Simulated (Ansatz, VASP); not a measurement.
# One calculation of BeS, two programs

```
CELL_PARAMETERS angstrom
0.00000 2.45865 2.45865
2.45865 0.00000 2.45865
2.45865 2.45865 0.00000
ATOMIC_POSITIONS crystal
Be 0.00000 0.00000 0.00000
S 0.25000 0.25000 0.25000
```

Change from the starting cell: hydrostatic strain +1.0%.

Alike in both runs: task single point; functional r2SCAN; k mesh 10 × 10 × 10; no spin polarisation.

|  | VASP | Ansatz |
| --- | --- | --- |
| version | VASP 6.6.1 | Ansatz 0.2.0 |
| potentials or method | VASP PAW PBE potentials, release 64 (Be, S) | plane waves, PAW |
| plane-wave cutoff (eV) | 520 | 500 |
| occupations | gaussian, width 0.01 eV | fixed |
| valence electrons in the cell | 8 | 8 |

```csv
,VASP,Ansatz,Ansatz less VASP
gap on the k mesh at the Fermi level (eV),3.66,3.65,-0.009
pressure (GPa),-2.5,-2.8,-0.24
```

VASP's potentials were made for PBE, not for r2SCAN.
